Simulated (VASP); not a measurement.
# Ni (Fm-3m) in VASP: a series of runs

The runs below take Ni through single point, with LDA.

Everything below comes from runs of VASP 6.6.1. Logs are shortened: lines on timing, memory, paths and dates and some standing lists are left out, and cuts for length are marked.

## Step 1: The cell of the first run

Symmetry: Fm-3m, No. 225, cubic system. Conventional cell: a = 3.205 Å, b = 3.205 Å, c = 3.205 Å, α = 90.00°, β = 90.00°, γ = 90.00°. Ni (site symmetry m-3m) has 12 Ni at 2.27 Å within 3.0 Å.

## Step 2: Single point, LDA, collinear spin, ferromagnetic start

File INCAR:

```
SYSTEM = Ni
PREC = Accurate
ENCUT = 520
EDIFF = 1E-6
ISMEAR = 0
SIGMA = 0.15
LREAL = .False.
LASPH = .True.
NELM = 150
ALGO = Normal
ISIF = 2
LWAVE = .False.
LCHARG = .False.
ISPIN = 2
MAGMOM = 0.5
LORBIT = 11
NUPDOWN = 0.5
LMAXMIX = 4
NBANDS = 15
```

File KPOINTS:

```
regular mesh
0
Gamma
  24 24 24
  0 0 0
```

File POSCAR:

```
Ni
1.0
    0.0000000000      1.6024052366      1.6024052366
    1.6024052366      0.0000000000      1.6024052366
    1.6024052366      1.6024052366      0.0000000000
Ni
1
Direct
    0.0000000000      0.0000000000      0.0000000000
```

Potentials or basis: VASP PAW LDA potentials, release 64 (Ni).

Command:

```console
$ cat potpaw_LDA.64/Ni/POTCAR > POTCAR
$ mpirun -np 1 vasp_std > vasp.out
```

OUTCAR:

```text
SYSTEM = Ni
   PREC = Accurate
   ENCUT = 520
   EDIFF = 1E-6
   ISMEAR = 0
   LREAL = .False.
   LASPH = .True.
   NELM = 150
   ISIF = 2
   ISPIN = 2
   LORBIT = 11
   NUPDOWN = 0.5

 ion  position               nearest neighbor table
   1  0.000  0.000  0.000-

  LATTYP: Found a face centered cubic cell.
 ALAT       =     3.2048104732

  Lattice vectors:

 A1 = (   0.0000000000,   1.6024052366,   1.6024052366)
 A2 = (   1.6024052366,   0.0000000000,   1.6024052366)
 A3 = (   1.6024052366,   1.6024052366,   0.0000000000)

Analysis of symmetry for initial positions (statically):
=====================================================================
 Subroutine PRICEL returns:
 Original cell was already a primitive cell.

 Routine SETGRP: Setting up the symmetry group for a
 face centered cubic supercell.

 Subroutine GETGRP returns: Found 48 space group operations
 (whereof 48 operations were pure point group operations)
 out of a pool of 48 trial point group operations.

The static configuration has the point symmetry O_h .

Analysis of symmetry for dynamics (positions and initial velocities):
=====================================================================
 Subroutine PRICEL returns:
 Original cell was already a primitive cell.

 Routine SETGRP: Setting up the symmetry group for a
 face centered cubic supercell.

 Subroutine GETGRP returns: Found 48 space group operations
 (whereof 48 operations were pure point group operations)
 out of a pool of 48 trial point group operations.

The dynamic configuration has the point symmetry O_h .

Analysis of structural, dynamic, and magnetic symmetry:
=====================================================================
 Subroutine PRICEL returns:
 Original cell was already a primitive cell.

 Routine SETGRP: Setting up the symmetry group for a
 face centered cubic supercell.

 Subroutine GETGRP returns: Found 48 space group operations
 (whereof 48 operations were pure point group operations)
 out of a pool of 48 trial point group operations.

The overall configuration has the point symmetry O_h .

 Subroutine INISYM returns: Found 48 space group operations
 (whereof 48 operations are pure point group operations),
 and found     1 'primitive' translations

----------------------------------------------------------------------------------------

                                     Primitive cell

  volume of cell :       8.2290

  direct lattice vectors                    reciprocal lattice vectors
     0.000000000  1.602405237  1.602405237    -0.312030932  0.312030932  0.312030932
     1.602405237  0.000000000  1.602405237     0.312030932 -0.312030932  0.312030932
     1.602405237  1.602405237  0.000000000     0.312030932  0.312030932 -0.312030932

  length of vectors
     2.266143218  2.266143218  2.266143218     0.540453428  0.540453428  0.540453428

  position of ions in fractional coordinates (direct lattice)
     0.000000000  0.000000000  0.000000000

  ion indices of the primitive-cell ions
   primitive index   ion index
                 1           1

----------------------------------------------------------------------------------------

 KPOINTS: regular mesh

Automatic generation of k-mesh.
 Grid dimensions read from file:
 generate k-points for:   24   24   24

 Generating k-lattice:

  Cartesian coordinates                     Fractional coordinates (reciprocal lattice)
    -0.013001289  0.013001289  0.013001289     0.041666667  0.000000000  0.000000000
     0.013001289 -0.013001289  0.013001289     0.000000000  0.041666667  0.000000000
     0.013001289  0.013001289 -0.013001289     0.000000000  0.000000000  0.041666667

  Length of vectors
     0.022518893  0.022518893  0.022518893

  Shift w.r.t. Gamma in fractional coordinates (k-lattice)
     0.000000000  0.000000000  0.000000000

 Subroutine IBZKPT returns following result:
 ===========================================

 Found    413 irreducible k-points:

 Following reciprocal coordinates:
            Coordinates               Weight
  0.000000  0.000000  0.000000      1.000000
  0.041667  0.000000  0.000000      8.000000
  0.083333  0.000000  0.000000      8.000000
  0.125000  0.000000  0.000000      8.000000
  0.166667  0.000000  0.000000      8.000000
  0.208333  0.000000  0.000000      8.000000
[... 16 lines left out ...]
  0.416667  0.041667  0.000000     24.000000
  0.458333  0.041667  0.000000     24.000000
 [... further k-points ...]
   k-points           NKPTS =    413   k-points in BZ     NKDIM =    413   number of bands    NBANDS=     15
   number of dos      NEDOS =    301   number of ions     NIONS =      1
   total plane-waves  NPLWV =   5832
   dimension x,y,z NGX =    18 NGY =   18 NGZ =   18
   dimension x,y,z NGXF=    36 NGYF=   36 NGZF=   36
   ions per type =               1
   NGX,Y,Z   is equivalent  to a cutoff of  13.20, 13.20, 13.20 a.u.
   NGXF,Y,Z  is equivalent  to a cutoff of  26.41, 26.41, 26.41 a.u.
 SYSTEM =  Ni
   PREC   = accura    normal or accurate (medium, high low for compatibility)
   ISTART =      0    job   : 0-new  1-cont  2-samecut
   ICHARG =      2    charge: 1-file 2-atom 10-const
   ISPIN  =      2    spin polarized calculation?
   LNONCOLLINEAR =      F non collinear calculations
   LSORBIT =      F    spin-orbit coupling
   LASPH  =      T    aspherical Exc in radial PAW
   ENCUT  =  520.0 eV  38.22 Ry    6.18 a.u.   4.21  4.21  4.21*2*pi/ulx,y,z
   NELM   =    150;   NELMIN=  2; NELMDL= -5     # of ELM steps
   EDIFF  = 0.1E-05   stopping-criterion for ELM
   LREAL  =      F    real-space projection
   EDIFFG = 0.1E-04   stopping-criterion for IOM
   NSW    =      0    number of steps for IOM
   IBRION =     -1    ionic relax: 0-MD 1-quasi-New 2-CG
   NFREE  =      0    steps in history (QN), initial steepest desc. (CG)
   ISIF   =      2    stress and relaxation
   ISYM   =      2    0-nonsym 1-usesym 2-fastsym
   POTIM  = 0.5000    time-step for ionic-motion
   TEBEG  =    0.0;   TEEND  =   0.0 temperature during run
   PSTRESS=    0.0 pullay stress
   NELECT =      10.0000    total number of electrons
   NUPDOWN=       0.5000    fix difference up-down
   EMIN   =  10.00;   EMAX   =-10.00  energy-range for DOS
   EFERMI =   0.00;   METHOD = LEGACY
   ISMEAR =     0;   SIGMA  =   0.15  broadening in eV -4-tet -1-fermi 0-gaus
   EFERMI_NEDOS =   21; number of points for ismear=-14 and -15
   IALGO  =     38    algorithm
   IMIX   =      4    mixing-type and parameters
     AMIX     =   0.40;   BMIX     =  1.00
     AMIX_MAG =   1.60;   BMIX_MAG =  1.00
  volume/ion in A,a.u.               =       8.23        55.53
  Fermi-wavevector in a.u.,A,eV,Ry     =   1.746998  3.301348 41.525022  3.052003
  Thomas-Fermi vector in A             =   2.818384
   LORBIT       =     11    0 simple, 1 ext, 2 COOP (PROOUT), +10 PAW based schemes
   GGA     = CA    functional components
   LHFCALC =     F    Hartree Fock is set to
   AEXX    =    0.0000 exact exchange contribution
   IVDW    =     0    specifies the selected vdW correction
   LEPSILON=     F    determine dielectric tensor
   LRPA    =     F    only Hartree local field effects (RPA)
 spin polarized calculation
 Gauss-broadening in eV      SIGMA  =   0.15
  energy-cutoff  :      520.00
  volume of cell :        8.23
 maximum number of plane-waves:       230
 NGX is ok and might be reduce to    18
   NGX =  9   NGY =  9   NGZ =  9

 number of electron      10.0000004 magnetization       0.5000000

 Free energy of the ion-electron system (eV)
  ---------------------------------------------------
  ext. energy  EPLUGINS =         0.00000000
  ---------------------------------------------------
  free energy    TOTEN  =        -6.21581799 eV

  energy without entropy =       -6.19961990  energy(sigma->0) =       -6.20771894

 E-fermi :  13.6714     XC(G=0): -15.3484

 val. band max:       13.6649545882   @ k =  -0.4167   0.0417   0.0000
 cond. band min:      13.6353771349   @ k =  -0.3333   0.0833   0.0000
 fundamental gap:     -0.0295774532
 Fermi energy:        13.6222494863

 spin component 1

 k-point     1 :       0.0000    0.0000    0.0000
  band No.  band energies     occupation
      1       2.5864      1.00000
      2      10.4870      1.00000
      3      10.4870      1.00000
      4      10.4870      1.00000
      5      12.2160      1.00000
      6      12.2160      1.00000
      7      39.6869      0.00000
      8      45.7649      0.00000
      9      45.7649      0.00000
     10      45.7649      0.00000
     11      50.2814      0.00000
     12      50.2814      0.00000
     13      50.2814      0.00000
     14      52.2353      0.00000
     15      58.4239      0.00000
[... 397 lines left out ...]
 k-point    24 :       0.4583    0.0417    0.0000
  band No.  band energies     occupation
      1       7.1029      1.00000
      2      10.4145      1.00000
      3      10.5120      1.00000
      4      12.0091      1.00000
      5      13.2738      0.99949
      6      13.6383      0.43985
      7      22.5511      0.00000
      8      38.0150      0.00000
      9      42.3562      0.00000
     10      43.2547      0.00000
     11      47.0436      0.00000
     12      47.7258      0.00000
     13      54.5319      0.00000
     14      59.5081      0.00000
     15      65.9406      0.00000

 [... further k-points ...]

 spin component 2

 k-point     1 :       0.0000    0.0000    0.0000
  band No.  band energies     occupation
      1       2.6408      1.00000
      2      11.0022      1.00000
      3      11.0022      1.00000
      4      11.0022      1.00000
      5      12.6892      1.00000
      6      12.6892      1.00000
      7      39.7005      0.00000
      8      45.8068      0.00000
      9      45.8068      0.00000
     10      45.8068      0.00000
     11      50.4503      0.00000
     12      50.4503      0.00000
     13      50.4503      0.00000
     14      52.2521      0.00000
     15      59.6411      0.00000
[... 397 lines left out ...]
 k-point    24 :       0.4583    0.0417    0.0000
  band No.  band energies     occupation
      1       7.4095      1.00000
      2      10.8652      1.00000
      3      10.9722      1.00000
      4      12.2140      1.00000
      5      13.8264      0.07194
      6      14.0819      0.00005
      7      22.8691      0.00000
      8      38.0286      0.00000
      9      42.4807      0.00000
     10      43.3745      0.00000
     11      47.1687      0.00000
     12      47.8473      0.00000
     13      54.8758      0.00000
     14      60.4981      0.00000
     15      66.0940      0.00000

 [... further k-points ...]
[... 5 lines left out ...]
  --------------------------------------------------------------------------------------
  -------------------------------------------------------------------------------------
  Total        4.1311968      4.1311968      4.1311968      0.0000000      0.0000000      0.0000000
  in kB      804.3395083    804.3395083    804.3395083      0.0000000      0.0000000      0.0000000
  external PRESSURE =     804.3395083 kB  Pullay stress =       0.0000000 kB

 VOLUME and BASIS-vectors are now :
 -----------------------------------------------------------------------------
  energy-cutoff  :      520.00
  volume of cell :        8.23
      direct lattice vectors                 reciprocal lattice vectors
     0.000000000  1.602405237  1.602405237    -0.312030932  0.312030932  0.312030932
     1.602405237  0.000000000  1.602405237     0.312030932 -0.312030932  0.312030932
     1.602405237  1.602405237  0.000000000     0.312030932  0.312030932 -0.312030932

 POSITION                                       TOTAL-FORCE (eV/Angst)
 -----------------------------------------------------------------------------------
      0.00000      0.00000      0.00000         0.000000      0.000000      0.000000
 -----------------------------------------------------------------------------------
    total drift:                                0.000000     -0.000000     -0.000000

  FREE ENERGIE OF THE ION-ELECTRON SYSTEM (eV)
  ---------------------------------------------------
  free  energy   TOTEN  =        -6.2158179858 eV

  energy  without entropy=       -6.1996199019  energy(sigma->0) =       -6.20771894

 total charge

# of ion       s       p       d       tot
------------------------------------------
    1        0.641   0.803   8.533   9.977

 magnetization (x)

# of ion       s       p       d       tot
------------------------------------------
    1       -0.005  -0.018   0.511   0.489
```

Wall time 98 s (1 thread of Intel Xeon Platinum 8259CL at 2.50GHz (Skylake/Cascade Lake), shared host); peak memory 0.18 GiB.

What came out:

```
Free energy                                           : -6.2158 eV
Pressure                                              : 80.4 GPa
Net moment                                            : 0.50 μB per cell
Site moments                                          : Ni +0.49 μB
Valence electrons inside the program's atomic spheres : Ni 9.98
```

Caveat: the total moment is fixed, so each spin has its own Fermi level.

## Step 3: Single point, LDA, collinear spin, ferromagnetic start

File INCAR:

```
ALGO = Normal
EDIFF = 1E-6
ENCUT = 520
ISIF = 2
ISMEAR = 0
ISPIN = 2
LASPH = True
LCHARG = False
LMAXMIX = 4
LORBIT = 11
LREAL = False
LWAVE = False
MAGMOM = 0.25
NBANDS = 15
NELM = 150
NUPDOWN = 0.25
PREC = Accurate
SIGMA = 0.15
```

File KPOINTS:

```
k-points
0
Gamma
  24 24 24
```

POSCAR is that of step 2.

Potentials or basis: VASP PAW LDA potentials, release 64 (Ni).

Command:

```console
$ cat potpaw_LDA.64/Ni/POTCAR > POTCAR
$ mpirun -np 1 vasp_std > vasp.out
```

Wall time 98 s (1 thread of Intel Xeon Platinum 8259CL at 2.50GHz (Skylake/Cascade Lake), shared host); peak memory 0.18 GiB.

It converged, with:

```yaml
Free_energy: -6.2046 eV
Pressure: 79.5 GPa
Net_moment: 0.25 μB per cell
Site_moments: Ni +0.24 μB
Valence_electrons_inside_the_program's_atomic_spheres: Ni 9.98
```

Caveat: the total moment is fixed, so each spin has its own Fermi level.

## Step 4: Single point, LDA, collinear spin, ferromagnetic start

File INCAR:

```
PREC = Accurate
ENCUT = 520
EDIFF = 1E-6
ISMEAR = 0
SIGMA = 0.15
LREAL = False
LASPH = True
NELM = 150
ALGO = Normal
ISIF = 2
LWAVE = False
LCHARG = True
ISPIN = 2
MAGMOM = 0.75
LORBIT = 11
NUPDOWN = 0.75
LMAXMIX = 4
LELF = True
LVHAR = True
NBANDS = 15
```

File KPOINTS:

```
regular mesh
0
Gamma
  24 24 24
```

POSCAR is that of step 3.

Command:

```console
$ cat potpaw_LDA.64/Ni/POTCAR > POTCAR
$ mpirun -np 1 vasp_std > vasp.out
```

Wall time 92 s (1 thread of Intel Xeon Platinum 8259CL at 2.50GHz (Skylake/Cascade Lake), shared host); peak memory 0.18 GiB.

Results (log left out):

```yaml
Free_energy: -6.1734 eV
Pressure: 83.2 GPa
Net_moment: 0.75 μB per cell
Site_moments: Ni +0.73 μB
Valence_electrons_inside_the_program's_atomic_spheres: Ni 9.98
```

Caveat: the total moment is fixed, so each spin has its own Fermi level.

## Step 5: The runs side by side

| fixed moment (μB) | pressure (GPa) | moment (μB) |
| --- | --- | --- |
| 0.5 | 80.4 | 0.50 |
| 0.25 | 79.5 | 0.25 |
| 0.75 | 83.2 | 0.75 |

Alike in all rows: task single point; level LDA; potentials or basis VASP PAW LDA potentials, release 64 (Ni); spin collinear, ferromagnetic start; cell as given; k mesh 24 × 24 × 24; cutoff (eV) 520; smearing gaussian 0.15 eV.

Caveats: the total moment is fixed, so each spin has its own Fermi level.

Total energies depend on the potentials used, so only differences within one code and one set of settings carry meaning.
